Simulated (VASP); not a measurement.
# Au (I4/mmm) in VASP: notebook

Runs on Au. Level: PBE. Tasks: single point.

All numbers are computed with VASP 6.6.1; they aren't measurements. Logs are shortened: lines on timing, memory, paths and dates and some standing lists are left out, and cuts for length are marked.

### Step 1. The cell of the first run

It takes space group I4/mmm (No. 139, tetragonal). Conventional cell: a = 2.852 Å, b = 2.852 Å, c = 4.158 Å, α = 90.00°, β = 90.00°, γ = 90.00°. Within 3.8 Å of Au (site symmetry 4/mmm) lie 12 Au at 2.85 to 2.90 Å.

### Step 2. Single point, PBE (strain -0.030 along x and y, +0.000 along z)

The input, INCAR:

```
PREC = Accurate ; ENCUT = 520
EDIFF = 1E-7 ; ISMEAR = 0
SIGMA = 0.15 ; LREAL = False
LASPH = True ; NELM = 80
ALGO = Fast ; ISIF = 2
LWAVE = False ; LCHARG = True
GGA = PE ; LELF = True
LVHAR = True ; NBANDS = 12
```

The input, KPOINTS:

```
Automatic mesh
0
Gamma
  24 24 24
```

The input, POSCAR:

```
Au
1.0
    0.0000000000      2.0166676752      2.0790388404
    2.0166676752      0.0000000000      2.0790388404
    2.0166676752      2.0166676752      0.0000000000
Au
1
Direct
    0.0000000000      0.0000000000      0.0000000000
```

Potentials or basis: VASP PAW PBE potentials, release 64 (Au).

The run is started by

```sh
> cat potpaw_PBE.64/Au/POTCAR > POTCAR
> mpirun -np 1 vasp_std > vasp.out
```

OUTCAR:

```text
PREC = Accurate
   ENCUT = 520
   EDIFF = 1E-7
   ISMEAR = 0
   LREAL = False
   LASPH = True
   NELM = 80
   ISIF = 2
   GGA = PE

 ion  position               nearest neighbor table
   1  0.000  0.000  0.000-

  LATTYP: Found a body centered tetragonal cell.
 ALAT       =     2.8519987771
 C/A-ratio  =     1.4579521261

  Lattice vectors:

 A1 = (  -2.0166676752,   0.0000000000,   2.0790388404)
 A2 = (   2.0166676752,   0.0000000000,   2.0790388404)
 A3 = (   0.0000000000,   2.0166676752,  -2.0790388404)

Analysis of symmetry for initial positions (statically):
=====================================================================
 Subroutine PRICEL returns:
 Original cell was already a primitive cell.

 Routine SETGRP: Setting up the symmetry group for a
 body centered tetragonal supercell.

 Subroutine GETGRP returns: Found 16 space group operations
 (whereof 16 operations were pure point group operations)
 out of a pool of 16 trial point group operations.

The static configuration has the point symmetry D_4h.

Analysis of symmetry for dynamics (positions and initial velocities):
=====================================================================
 Subroutine PRICEL returns:
 Original cell was already a primitive cell.

 Routine SETGRP: Setting up the symmetry group for a
 body centered tetragonal supercell.

 Subroutine GETGRP returns: Found 16 space group operations
 (whereof 16 operations were pure point group operations)
 out of a pool of 16 trial point group operations.

The dynamic configuration has the point symmetry D_4h.

 Subroutine INISYM returns: Found 16 space group operations
 (whereof 16 operations are pure point group operations),
 and found     1 'primitive' translations

----------------------------------------------------------------------------------------

                                     Primitive cell

  volume of cell :      16.9107

  direct lattice vectors                    reciprocal lattice vectors
     0.000000000  2.016667675  2.079038840    -0.247933760  0.247933760  0.240495747
     2.016667675  0.000000000  2.079038840     0.247933760 -0.247933760  0.240495747
     2.016667675  2.016667675  0.000000000     0.247933760  0.247933760 -0.240495747

  length of vectors
     2.896437642  2.896437642  2.851998777     0.425182906  0.425182906  0.425182906

  position of ions in fractional coordinates (direct lattice)
     0.000000000  0.000000000  0.000000000

  ion indices of the primitive-cell ions
   primitive index   ion index
                 1           1

----------------------------------------------------------------------------------------

 KPOINTS: Automatic mesh

Automatic generation of k-mesh.
 Grid dimensions read from file:
 generate k-points for:   24   24   24

 Generating k-lattice:

  Cartesian coordinates                     Fractional coordinates (reciprocal lattice)
    -0.010330573  0.010330573  0.010020656     0.041666667  0.000000000  0.000000000
     0.010330573 -0.010330573  0.010020656     0.000000000  0.041666667  0.000000000
     0.010330573  0.010330573 -0.010020656    -0.000000000 -0.000000000  0.041666667

  Length of vectors
     0.017715954  0.017715954  0.017715954

  Shift w.r.t. Gamma in fractional coordinates (k-lattice)
     0.000000000  0.000000000  0.000000000

 Subroutine IBZKPT returns following result:
 ===========================================

 Found   1063 irreducible k-points:

 Following reciprocal coordinates:
            Coordinates               Weight
  0.000000  0.000000  0.000000      1.000000
  0.041667  0.000000  0.000000      8.000000
  0.083333  0.000000  0.000000      8.000000
  0.125000  0.000000  0.000000      8.000000
  0.166667 -0.000000  0.000000      8.000000
  0.208333  0.000000  0.000000      8.000000
[... 16 lines left out ...]
  0.416667  0.041667  0.000000      8.000000
  0.458333  0.041667  0.000000      8.000000
 [... further k-points ...]
   k-points           NKPTS =   1063   k-points in BZ     NKDIM =   1063   number of bands    NBANDS=     12
   number of dos      NEDOS =    301   number of ions     NIONS =      1
   total plane-waves  NPLWV =  13824
   dimension x,y,z NGX =    24 NGY =   24 NGZ =   24
   dimension x,y,z NGXF=    48 NGYF=   48 NGZF=   48
   ions per type =               1
   NGX,Y,Z   is equivalent  to a cutoff of  13.78, 13.78, 13.99 a.u.
   NGXF,Y,Z  is equivalent  to a cutoff of  27.55, 27.55, 27.98 a.u.
 SYSTEM =  unknown system
   PREC   = accura    normal or accurate (medium, high low for compatibility)
   ISTART =      0    job   : 0-new  1-cont  2-samecut
   ICHARG =      2    charge: 1-file 2-atom 10-const
   ISPIN  =      1    spin polarized calculation?
   LNONCOLLINEAR =      F non collinear calculations
   LSORBIT =      F    spin-orbit coupling
   LASPH  =      T    aspherical Exc in radial PAW
   ENCUT  =  520.0 eV  38.22 Ry    6.18 a.u.   5.39  5.39  5.30*2*pi/ulx,y,z
   NELM   =     80;   NELMIN=  2; NELMDL= -5     # of ELM steps
   EDIFF  = 0.1E-06   stopping-criterion for ELM
   LREAL  =      F    real-space projection
   EDIFFG = 0.1E-05   stopping-criterion for IOM
   NSW    =      0    number of steps for IOM
   IBRION =     -1    ionic relax: 0-MD 1-quasi-New 2-CG
   NFREE  =      0    steps in history (QN), initial steepest desc. (CG)
   ISIF   =      2    stress and relaxation
   ISYM   =      2    0-nonsym 1-usesym 2-fastsym
   POTIM  = 0.5000    time-step for ionic-motion
   TEBEG  =    0.0;   TEEND  =   0.0 temperature during run
   PSTRESS=    0.0 pullay stress
   NELECT =      11.0000    total number of electrons
   NUPDOWN=      -1.0000    fix difference up-down
   EMIN   =  10.00;   EMAX   =-10.00  energy-range for DOS
   EFERMI =   0.00;   METHOD = LEGACY
   ISMEAR =     0;   SIGMA  =   0.15  broadening in eV -4-tet -1-fermi 0-gaus
   EFERMI_NEDOS =   21; number of points for ismear=-14 and -15
   IALGO  =     68    algorithm
   IMIX   =      4    mixing-type and parameters
     AMIX     =   0.40;   BMIX     =  1.00
     AMIX_MAG =   1.60;   BMIX_MAG =  1.00
  volume/ion in A,a.u.               =      16.91       114.12
  Fermi-wavevector in a.u.,A,eV,Ry     =   1.418465  2.680510 27.375508  2.012043
  Thomas-Fermi vector in A             =   2.539588
   LORBIT       =      0    0 simple, 1 ext, 2 COOP (PROOUT), +10 PAW based schemes
   GGA     = PE    functional components
   LHFCALC =     F    Hartree Fock is set to
   AEXX    =    0.0000 exact exchange contribution
   IVDW    =     0    specifies the selected vdW correction
   LEPSILON=     F    determine dielectric tensor
   LRPA    =     F    only Hartree local field effects (RPA)
 non-spin polarized calculation
 RMM-DIIS sequential band-by-band and
 Gauss-broadening in eV      SIGMA  =   0.15
  energy-cutoff  :      520.00
  volume of cell :       16.91
 maximum number of plane-waves:       475
 NGX is ok and might be reduce to    24
   NGX = 11   NGY = 11   NGZ = 11

 number of electron      10.9999998 magnetization

 Free energy of the ion-electron system (eV)
  ---------------------------------------------------
  ext. energy  EPLUGINS =         0.00000000
  ---------------------------------------------------
  free energy    TOTEN  =        -3.19138773 eV

  energy without entropy =       -3.18862813  energy(sigma->0) =       -3.19000793

 E-fermi :   9.6206     XC(G=0): -12.7635

 val. band max:        9.6082352025   @ k =   0.5000   0.3750   0.1250
 cond. band min:       9.6291045779   @ k =  -0.2500   0.2500   0.1250
 fundamental gap:      0.0208693754
 Fermi energy:         9.6205927456

 k-point     1 :       0.0000    0.0000    0.0000
  band No.  band energies     occupation
      1      -0.3339      2.00000
      2       4.6851      2.00000
      3       4.9646      2.00000
      4       4.9646      2.00000
      5       6.2463      2.00000
      6       6.5520      2.00000
      7      24.1293      0.00000
      8      27.8109      0.00000
      9      28.3377      0.00000
     10      28.3377      0.00000
     11      33.1049      0.00000
     12      37.6131      0.00000

 k-point     2 :       0.0417    0.0000    0.0000
  band No.  band energies     occupation
      1      -0.2725      2.00000
      2       4.6938      2.00000
      3       4.9568      2.00000
      4       4.9860      2.00000
      5       6.2386      2.00000
      6       6.5396      2.00000
      7      24.2042      0.00000
      8      27.6304      0.00000
      9      28.1673      0.00000
     10      28.4123      0.00000
     11      33.4963      0.00000
     12      36.6268      0.00000

 k-point     3 :       0.0833    0.0000    0.0000
  band No.  band energies     occupation
      1      -0.0911      2.00000
      2       4.7015      2.00000
      3       4.9518      2.00000
      4       5.0463      2.00000
      5       6.2211      2.00000
      6       6.5070      2.00000
      7      24.4061      0.00000
      8      26.7389      0.00000
      9      28.2855      0.00000
     10      28.6290      0.00000
     11      33.9460      0.00000
     12      35.6982      0.00000
[... 286 lines left out ...]
 k-point    23 :       0.4167    0.0417    0.0000
  band No.  band energies     occupation
      1       2.2506      2.00000
      2       4.7352      2.00000
      3       5.0792      2.00000
      4       6.6226      2.00000
      5       7.4308      2.00000
      6       7.7178      2.00000
      7      14.9725      0.00000
      8      23.8964      0.00000
      9      27.2439      0.00000
     10      27.2582      0.00000
     11      33.7413      0.00000
     12      34.3013      0.00000

 k-point    24 :       0.4583    0.0417    0.0000
  band No.  band energies     occupation
      1       2.2632      2.00000
      2       4.6904      2.00000
      3       5.0257      2.00000
      4       7.1164      2.00000
      5       7.5339      2.00000
      6       8.3581      2.00000
      7      13.6353      0.00000
      8      23.6668      0.00000
      9      26.6824      0.00000
     10      27.0308      0.00000
     11      34.1957      0.00000
     12      34.6752      0.00000

 [... further k-points ...]
[... 5 lines left out ...]
  --------------------------------------------------------------------------------------
  -------------------------------------------------------------------------------------
  Total        1.0910083      1.0910083      0.9662286      0.0000000     -0.0000000     -0.0000000
  in kB      103.3659179    103.3659179     91.5438563      0.0000000     -0.0000000     -0.0000000
  external PRESSURE =      99.4252307 kB  Pullay stress =       0.0000000 kB

 VOLUME and BASIS-vectors are now :
 -----------------------------------------------------------------------------
  energy-cutoff  :      520.00
  volume of cell :       16.91
      direct lattice vectors                 reciprocal lattice vectors
     0.000000000  2.016667675  2.079038840    -0.247933760  0.247933760  0.240495747
     2.016667675  0.000000000  2.079038840     0.247933760 -0.247933760  0.240495747
     2.016667675  2.016667675  0.000000000     0.247933760  0.247933760 -0.240495747

 POSITION                                       TOTAL-FORCE (eV/Angst)
 -----------------------------------------------------------------------------------
      0.00000      0.00000      0.00000         0.000000      0.000000     -0.000000
 -----------------------------------------------------------------------------------
    total drift:                               -0.000000      0.000000     -0.000000

  FREE ENERGIE OF THE ION-ELECTRON SYSTEM (eV)
  ---------------------------------------------------
  free  energy   TOTEN  =        -3.1913877263 eV

  energy  without entropy=       -3.1886281342  energy(sigma->0) =       -3.19000793
```

Wall time 4 min (1 thread of AMD EPYC 7R43 (Zen 3), shared host); peak memory 0.28 GiB.

What came out:

```yaml
Free_energy: -3.1914 eV
Pressure: 9.9 GPa
Band_gap_on_the_k_mesh: zero (an odd number of electrons rules out a gap without spin polarisation)
```

Levels at points of the mesh, in eV from the Fermi level:
```csv
k point,band 3,band 4,band 5,band 6,band 7,band 8,band 9,band 10
"(0.00, 0.00, 0.00)",-4.66,-4.66,-3.37,-3.07,14.51,18.19,18.72,18.72
"(0.50, 0.00, 0.00)",-4.66,-2.06,-1.94,-1.01,3.10,13.90,16.90,17.51
"(0.50, 0.50, 0.00)",-2.03,-1.69,-1.69,0.64,5.35,10.38,10.38,17.60
"(0.50, 0.00, 0.50)",-2.06,-1.78,-1.55,1.16,6.06,9.81,9.88,17.14
```

Caveat: the cell differs from its parent crystal (strain -0.030 along x and y, +0.000 along z); the cell stands under pressure; spin-orbit coupling is left out, which moves the levels of the heavy elements.

### Step 3. Single point, PBE (strain -0.015 along x and y, -0.030 along z)

The input, INCAR:

```
SYSTEM = Au
ALGO     = Fast           ! electronic algorithm
EDIFF    = 1E-6           ! SCF threshold, eV
ENCUT    = 520            ! plane-wave cutoff, eV
GGA      = PE             ! functional
ISIF     = 2              ! what is computed and relaxed
ISMEAR   = 0              ! smearing method
LASPH    = .True.         ! aspherical terms in the spheres
LCHARG   = .False.        ! write CHGCAR
LREAL    = .False.        ! projectors in reciprocal space
LWAVE    = .False.        ! write WAVECAR
NBANDS   = 12             ! bands
NELM     = 100            ! most SCF steps
PREC     = Accurate       ! precision mode
SIGMA    = 0.15           ! smearing width, eV
```

The input, KPOINTS:

```
k-points
0
Gamma
  24 24 24
  0 0 0
```

The input, POSCAR:

```
Au
1.0
    0.0000000000      2.0478532578      2.0166676752
    2.0478532578      0.0000000000      2.0166676752
    2.0478532578      2.0478532578      0.0000000000
Au
1
Direct
    0.0000000000      0.0000000000      0.0000000000
```

Potentials or basis: VASP PAW PBE potentials, release 64 (Au).

The run is started by

```sh
> cat potpaw_PBE.64/Au/POTCAR > POTCAR
> mpirun -np 1 vasp_std > vasp.out
```

It took 3.4 min on 1 thread of AMD EPYC 7R43 (Zen 3), shared host; peak memory 0.29 GiB.

It converged, with:

```
Free energy            : -3.1925 eV
Pressure               : 9.9 GPa
Band gap on the k mesh : zero (an odd number of electrons rules out a gap without spin polarisation)
```

Stress tensor (GPa, compression positive):
```
 9.71  0.00  0.00
 0.00  9.71  0.00
 0.00  0.00 10.22
```

Levels at points of the mesh, in eV from the Fermi level:
```
           k point  band 2  band 3  band 4  band 5  band 6  band 7  band 8  band 9  band 10  band 11
(0.00, 0.00, 0.00)   -4.78   -4.78   -4.65   -3.28   -3.13   14.51   18.46   18.46    18.73    23.48
(0.50, 0.00, 0.00)   -4.84   -4.71   -2.02   -1.96   -1.00    3.11   13.95   17.02    17.37    24.88
(0.50, 0.50, 0.00)   -6.82   -2.04   -1.65   -1.65    1.17    6.07    9.85    9.85    17.13    19.75
(0.50, 0.00, 0.50)   -6.82   -2.03   -1.72   -1.61    0.91    5.71   10.10   10.14    17.37    19.99
```

Caveat: the cell differs from its parent crystal (strain -0.015 along x and y, -0.030 along z); the cell stands under pressure; spin-orbit coupling is left out, which moves the levels of the heavy elements.

### Step 4. Single point, PBE (strain -0.030 along x and y, +0.015 along z)

The input, INCAR:

```
SYSTEM = Au
  ALGO = Fast
  EDIFF = 1E-6
  ENCUT = 520
  GGA = PE
  ISIF = 2
  ISMEAR = 0
  LASPH = .TRUE.
  LCHARG = .TRUE.
  LELF = .TRUE.
  LREAL = .FALSE.
  LVHAR = .TRUE.
  LWAVE = .FALSE.
  NBANDS = 12
  NELM = 60
  PREC = Accurate
  SIGMA = 0.15
```

The input, KPOINTS:

```
k-points
0
G
  24 24 24
  0 0 0
```

The input, POSCAR:

```
Au
1.0
    0.0000000000      2.0166676752      2.1102244230
    2.0166676752      0.0000000000      2.1102244230
    2.0166676752      2.0166676752      0.0000000000
Au
1
Direct
    0.0000000000      0.0000000000      0.0000000000
```

The run is started by

```sh
> cat potpaw_PBE.64/Au/POTCAR > POTCAR
> mpirun -np 1 vasp_std > vasp.out
```

Wall time 4 min (1 thread of AMD EPYC 7R43 (Zen 3), shared host); peak memory 0.29 GiB.

Results (log left out):

* Free energy: -3.2034 eV
* Pressure: 7.2 GPa
* Band gap on the k mesh: zero (an odd number of electrons rules out a gap without spin polarisation)

Stress tensor (GPa, compression positive):
```
7.78 0.00 0.00
0.00 7.78 0.00
0.00 0.00 5.98
```

Levels at points of the mesh, in eV from the Fermi level:
| k point | band 4 | band 5 | band 6 | band 7 | band 8 | band 9 |
| --- | --- | --- | --- | --- | --- | --- |
| (0.00, 0.00, 0.00) | -4.54 | -3.42 | -2.97 | 14.54 | 17.97 | 18.72 |
| (0.50, 0.00, 0.00) | -2.09 | -1.92 | -0.94 | 3.02 | 13.85 | 16.69 |
| (0.50, 0.50, 0.00) | -1.71 | -1.71 | 0.52 | 5.00 | 10.50 | 10.50 |
| (0.50, 0.00, 0.50) | -1.84 | -1.51 | 1.28 | 6.05 | 9.68 | 9.76 |

Caveat: the cell differs from its parent crystal (strain -0.030 along x and y, +0.015 along z); the cell stands under pressure; spin-orbit coupling is left out, which moves the levels of the heavy elements.

(Part 1 of 2 ends here.)

The gap in the log of VASP goes by the Fermi energy; the results here count the filled bands.